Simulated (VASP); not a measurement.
# Al3Zn2GaO8 (P1) in VASP: single point with PBEsol

Aim: the single point of Al3Zn2GaO8 with PBEsol.

Program: VASP 6.6.1. These are calculated values, not measurements. Logs are shortened: lines on timing, memory, paths and dates and some standing lists are left out, and cuts for length are marked.

## 1. The cell of the first run

The typed cell holds 14 atoms: a = 5.755 Å, b = 5.755 Å, c = 5.755 Å, α = 60.00°, β = 60.00°, γ = 60.00°.

## 2. Single point, PBEsol

INCAR

```
PREC = Accurate
ENCUT = 520
EDIFF = 1E-6
ISMEAR = -1
SIGMA = 0.05
LREAL = F
LASPH = T
NELM = 80
ALGO = Normal
ISIF = 2
LWAVE = F
LCHARG = T
GGA = PS
LELF = T
LVHAR = T
NBANDS = 60
```

KPOINTS

```
Automatic mesh
0
Gamma
  2 2 2
  0.5 0.5 0.5
```

POSCAR

```
Al3Zn2GaO8
1.0
    0.0000000000      4.0690780000      4.0690780000
    4.0690780000      0.0000000000      4.0690780000
    4.0690780000      4.0690780000      0.0000000000
Zn Ga Al O
2 1 3 8
Direct
    0.1309780000      0.1321220000      0.1087050000
    0.8228090000      0.8919520000      0.8971430000
    0.4634160000      0.5375440000      0.5151160000
    0.5303920000      0.4866090000      0.9731640000
    0.4996340000      0.9766230000      0.5023030000
    0.9553370000      0.5046200000      0.4995660000
    0.2772260000      0.2368140000      0.2891070000
    0.2802070000      0.2684260000      0.7128030000
    0.2546360000      0.6957350000      0.2752170000
    0.6932070000      0.2486870000      0.2921000000
    0.7335180000      0.7745010000      0.2943260000
    0.7293250000      0.7210280000      0.7232970000
    0.6991560000      0.2869890000      0.7791670000
    0.2871490000      0.7338970000      0.7224850000
```

Potentials or basis: VASP PAW PBE potentials, release 64 (Zn, Ga_d, Al, O).

Command:

```
cat potpaw_PBE.64/Zn/POTCAR potpaw_PBE.64/Ga_d/POTCAR potpaw_PBE.64/Al/POTCAR potpaw_PBE.64/O/POTCAR > POTCAR
mpirun -np 1 vasp_std > vasp.out
```

OUTCAR:

```text
PREC = Accurate
   ENCUT = 520
   EDIFF = 1E-6
   ISMEAR = -1
   LREAL = F
   LASPH = T
   NELM = 80
   ISIF = 2
   GGA = PS

 ion  position               nearest neighbor table
   1  0.131  0.132  0.109-   8 1.86   7 2.04   9 2.05  10 2.07
   2  0.823  0.892  0.897-  13 1.86  11 1.89  12 2.08  14 2.19   4 3.12   5 3.18
   3  0.463  0.538  0.515-  14 1.65   8 1.86   9 1.87  13 2.04  11 2.07  10 2.10   5 2.60   6 2.70
                             4 2.70   6 3.07   4 3.09
   4  0.530  0.487  0.973-  13 1.61  12 1.78  14 2.01  10 2.01   7 2.08   9 2.10   6 2.59   3 2.70
                             5 2.77   5 2.99   3 3.09   2 3.12   6 3.18
   5  0.500  0.977  0.502-  11 1.68   7 1.79  12 1.84  14 1.85  10 1.91   8 2.07   3 2.60   6 2.67
                             4 2.77   4 2.99   6 3.09   2 3.18
   6  0.955  0.505  0.500-  11 1.77  12 1.79  13 1.95   7 2.01   9 2.02   8 2.22   4 2.59   5 2.67
                             3 2.70   3 3.07   5 3.09   4 3.18
   7  0.277  0.237  0.289-   5 1.79   6 2.01   1 2.04   4 2.08
   8  0.280  0.268  0.713-   1 1.86   3 1.86   5 2.07   6 2.22
   9  0.255  0.696  0.275-   3 1.87   6 2.02   1 2.05   4 2.10
  10  0.693  0.249  0.292-   5 1.91   4 2.01   1 2.07   3 2.10
  11  0.734  0.775  0.294-   5 1.68   6 1.77   2 1.89   3 2.07
  12  0.729  0.721  0.723-   4 1.78   6 1.79   5 1.84   2 2.08
  13  0.699  0.287  0.779-   4 1.61   2 1.86   6 1.95   3 2.04
  14  0.287  0.734  0.722-   3 1.65   5 1.85   4 2.01   2 2.19

  LATTYP: Found a face centered cubic cell.
 ALAT       =     8.1381560000

  Lattice vectors:

 A1 = (   0.0000000000,   4.0690780000,   4.0690780000)
 A2 = (   4.0690780000,   0.0000000000,   4.0690780000)
 A3 = (   4.0690780000,   4.0690780000,   0.0000000000)

Analysis of symmetry for initial positions (statically):
=====================================================================
 Subroutine PRICEL returns:
 Original cell was already a primitive cell.

 Routine SETGRP: Setting up the symmetry group for a
 face centered cubic supercell.

 Subroutine GETGRP returns: Found  1 space group operations
 (whereof  1 operations were pure point group operations)
 out of a pool of 48 trial point group operations.

The static configuration has the point symmetry C_1 .

Analysis of symmetry for dynamics (positions and initial velocities):
=====================================================================
 Subroutine PRICEL returns:
 Original cell was already a primitive cell.

 Routine SETGRP: Setting up the symmetry group for a
 face centered cubic supercell.

 Subroutine GETGRP returns: Found  1 space group operations
 (whereof  1 operations were pure point group operations)
 out of a pool of 48 trial point group operations.

The dynamic configuration has the point symmetry C_1 .

 Subroutine INISYM returns: Found  1 space group operations
 (whereof  1 operations are pure point group operations),
 and found     1 'primitive' translations

----------------------------------------------------------------------------------------

                                     Primitive cell

  volume of cell :     134.7467

  direct lattice vectors                    reciprocal lattice vectors
     0.000000000  4.069078000  4.069078000    -0.122877959  0.122877959  0.122877959
     4.069078000  0.000000000  4.069078000     0.122877959 -0.122877959  0.122877959
     4.069078000  4.069078000  0.000000000     0.122877959  0.122877959 -0.122877959

  length of vectors
     5.754545294  5.754545294  5.754545294     0.212830868  0.212830868  0.212830868

  position of ions in fractional coordinates (direct lattice)
     0.130978000  0.132122000  0.108705000
     0.822809000  0.891952000  0.897143000
     0.463416000  0.537544000  0.515116000
     0.530392000  0.486609000  0.973164000
     0.499634000  0.976623000  0.502303000
     0.955337000  0.504620000  0.499566000
     0.277226000  0.236814000  0.289107000
     0.280207000  0.268426000  0.712803000
     0.254636000  0.695735000  0.275217000
     0.693207000  0.248687000  0.292100000
     0.733518000  0.774501000  0.294326000
     0.729325000  0.721028000  0.723297000
     0.699156000  0.286989000  0.779167000
     0.287149000  0.733897000  0.722485000

  ion indices of the primitive-cell ions
   primitive index   ion index
                 1           1
[... 26 lines left out ...]
     0.061438980 -0.061438980  0.061438980     0.000000000  0.500000000  0.000000000
     0.061438980  0.061438980 -0.061438980     0.000000000  0.000000000  0.500000000

  Length of vectors
     0.106415434  0.106415434  0.106415434

  Shift w.r.t. Gamma in fractional coordinates (k-lattice)
     0.500000000  0.500000000  0.500000000

 Subroutine IBZKPT returns following result:
 ===========================================

 Found     16 irreducible k-points:

 Following reciprocal coordinates:
            Coordinates               Weight
  0.250000  0.250000  0.250000      2.000000
  0.250000  0.000000  0.000000      2.000000
  0.000000  0.000000 -0.250000      2.000000
  0.000000  0.250000  0.000000      2.000000
 -0.250000  0.250000  0.250000      2.000000
  0.250000 -0.250000  0.250000      2.000000
[... 8 lines left out ...]
  0.000000  0.250000  0.500000      2.000000
  0.500000  0.250000  0.000000      2.000000
   k-points           NKPTS =     16   k-points in BZ     NKDIM =     16   number of bands    NBANDS=     60
   number of dos      NEDOS =    301   number of ions     NIONS =     14
   total plane-waves  NPLWV = 110592
   dimension x,y,z NGX =    48 NGY =   48 NGZ =   48
   dimension x,y,z NGXF=    96 NGYF=   96 NGZF=   96
   ions per type =               2   1   3   8
   NGX,Y,Z   is equivalent  to a cutoff of  13.87, 13.87, 13.87 a.u.
   NGXF,Y,Z  is equivalent  to a cutoff of  27.73, 27.73, 27.73 a.u.
 SYSTEM =  unknown system
   PREC   = accura    normal or accurate (medium, high low for compatibility)
   ISTART =      0    job   : 0-new  1-cont  2-samecut
   ICHARG =      2    charge: 1-file 2-atom 10-const
   ISPIN  =      1    spin polarized calculation?
   LNONCOLLINEAR =      F non collinear calculations
   LSORBIT =      F    spin-orbit coupling
   LASPH  =      T    aspherical Exc in radial PAW
   ENCUT  =  520.0 eV  38.22 Ry    6.18 a.u.  10.70 10.70 10.70*2*pi/ulx,y,z
   NELM   =     80;   NELMIN=  2; NELMDL= -5     # of ELM steps
   EDIFF  = 0.1E-05   stopping-criterion for ELM
   LREAL  =      F    real-space projection
   EDIFFG = 0.1E-04   stopping-criterion for IOM
   NSW    =      0    number of steps for IOM
   IBRION =     -1    ionic relax: 0-MD 1-quasi-New 2-CG
   NFREE  =      0    steps in history (QN), initial steepest desc. (CG)
   ISIF   =      2    stress and relaxation
   ISYM   =      2    0-nonsym 1-usesym 2-fastsym
   POTIM  = 0.5000    time-step for ionic-motion
   TEBEG  =    0.0;   TEEND  =   0.0 temperature during run
   PSTRESS=    0.0 pullay stress
   NELECT =      94.0000    total number of electrons
   NUPDOWN=      -1.0000    fix difference up-down
   EMIN   =  10.00;   EMAX   =-10.00  energy-range for DOS
   EFERMI =   0.00;   METHOD = LEGACY
   ISMEAR =    -1;   SIGMA  =   0.05  broadening in eV -4-tet -1-fermi 0-gaus
   EFERMI_NEDOS =   21; number of points for ismear=-14 and -15
   IALGO  =     38    algorithm
   IMIX   =      4    mixing-type and parameters
     AMIX     =   0.40;   BMIX     =  1.00
     AMIX_MAG =   1.60;   BMIX_MAG =  1.00
  volume/ion in A,a.u.               =       9.62        64.95
  Fermi-wavevector in a.u.,A,eV,Ry     =   1.451927  2.743744 28.682331  2.108092
  Thomas-Fermi vector in A             =   2.569368
   LORBIT       =      0    0 simple, 1 ext, 2 COOP (PROOUT), +10 PAW based schemes
   GGA     = PS    functional components
   LHFCALC =     F    Hartree Fock is set to
   AEXX    =    0.0000 exact exchange contribution
   IVDW    =     0    specifies the selected vdW correction
   LEPSILON=     F    determine dielectric tensor
   LRPA    =     F    only Hartree local field effects (RPA)
 non-spin polarized calculation
  energy-cutoff  :      520.00
  volume of cell :      134.75
 maximum number of plane-waves:      3644
 NGX is ok and might be reduce to    48
   NGX = 21   NGY = 21   NGZ = 21

 number of electron      94.0000004 magnetization

 Free energy of the ion-electron system (eV)
  ---------------------------------------------------
  ext. energy  EPLUGINS =         0.00000000
  ---------------------------------------------------
  free energy    TOTEN  =       -90.45937742 eV

  energy without entropy =      -90.45937742  energy(sigma->0) =      -90.45937742

 E-fermi :   5.8313     XC(G=0): -11.7571

 val. band max:        4.7626163741   @ k =   0.2500   0.2500   0.2500
 cond. band min:       8.1453036066   @ k =   0.0000   0.2500   0.0000
 fundamental gap:      3.3826872325
 Fermi energy:         5.8313094361

 k-point     1 :       0.2500    0.2500    0.2500
  band No.  band energies     occupation
      1     -15.8936      2.00000
      2     -14.4210      2.00000
      3     -14.1614      2.00000
      4     -13.8498      2.00000
      5     -13.2123      2.00000
      6     -12.1951      2.00000
[... 981 lines left out ...]
     58      15.0544      0.00000
     59      15.2237      0.00000
 [bands above 59 left out]

------------------------ aborting loop because EDIFF is reached ----------------------------------------

  FORCE on cell =-STRESS in cart. coord.  units (eV):
  Direction    XX          YY          ZZ          XY          YZ          ZX
  --------------------------------------------------------------------------------------
  -------------------------------------------------------------------------------------
  Total       25.7501184      9.4641206      6.0784457      2.8243045     -1.5765559      1.8947529
  in kB      306.1764426    112.5311631     72.2744975     33.5818070    -18.7457111     22.5291661
  external PRESSURE =     163.6607011 kB  Pullay stress =       0.0000000 kB

 VOLUME and BASIS-vectors are now :
 -----------------------------------------------------------------------------
  energy-cutoff  :      520.00
  volume of cell :      134.75
      direct lattice vectors                 reciprocal lattice vectors
     0.000000000  4.069078000  4.069078000    -0.122877959  0.122877959  0.122877959
     4.069078000  0.000000000  4.069078000     0.122877959 -0.122877959  0.122877959
     4.069078000  4.069078000  0.000000000     0.122877959  0.122877959 -0.122877959

 POSITION                                       TOTAL-FORCE (eV/Angst)
 -----------------------------------------------------------------------------------
      0.97994      0.97529      1.07057         0.689081      0.535049     -1.212715
      7.27997      6.99862      6.97750        -1.984361      0.076718      0.050139
      4.28336      3.98172      4.07298        -7.746787     -1.868548     -2.362264
      5.93993      6.11809      4.13826         8.145434      2.204483     -3.237336
      6.01787      4.07696      6.00700         5.870112     -1.009859      2.369357
      4.08611      5.92011      5.94068        -3.029209      4.067880      3.077487
      2.14001      2.30445      2.09167         0.563001     -3.062644     -0.748715
      3.99270      4.04064      2.23243        -0.394419     -0.624347     -2.885706
      3.95088      2.15601      3.86713        -0.458120     -2.262696      0.860990
      2.20050      4.00929      3.83264        -1.026990      0.126545      2.511469
      4.34914      4.18238      6.13625        -4.719091     -0.739627     -0.806534
      5.87707      5.91083      5.90160         2.321716      1.885799      1.061811
      4.33827      6.01541      4.01270        -5.617002     -0.063385      1.613567
      5.92613      4.10828      4.15472         7.386634      0.734632     -0.291550
 -----------------------------------------------------------------------------------
    total drift:                                0.001114      0.000292      0.000265

  FREE ENERGIE OF THE ION-ELECTRON SYSTEM (eV)
  ---------------------------------------------------
  free  energy   TOTEN  =       -90.4593774187 eV

  energy  without entropy=      -90.4593774186  energy(sigma->0) =      -90.45937742
```

Wall time 7.5 min (1 thread of Intel Xeon 8259CL, shared host); peak memory 0.39 GiB.

Results:

| Property | Result |
| --- | --- |
| Free energy | -90.4594 eV |
| Pressure | 16.4 GPa |
| Largest force | 9.038 eV/Å |
| Band gap on the k mesh | 3.38 eV (least direct gap 3.47 eV) |

Forces on the atoms (eV/Å):
```
Zn   0.689  0.535 -1.213
Zn  -1.984  0.077  0.050
Ga  -7.747 -1.869 -2.362
Al   8.145  2.204 -3.237
Al   5.870 -1.010  2.369
Al  -3.029  4.068  3.077
O    0.563 -3.063 -0.749
O   -0.394 -0.624 -2.886
O   -0.458 -2.263  0.861
O   -1.027  0.127  2.511
O   -4.719 -0.740 -0.807
O    2.322  1.886  1.062
O   -5.617 -0.063  1.614
O    7.387  0.735 -0.292
```

Stress tensor (GPa, compression positive):
```
30.62  3.36  2.25
 3.36 11.25 -1.87
 2.25 -1.87  7.23
```

Caveat: the k points lie up to 0.67 Å⁻¹ apart; the PAW data sets were made with another functional, which shifts forces and pressure a little; a shifted mesh leaves out Γ, where band edges can lie.
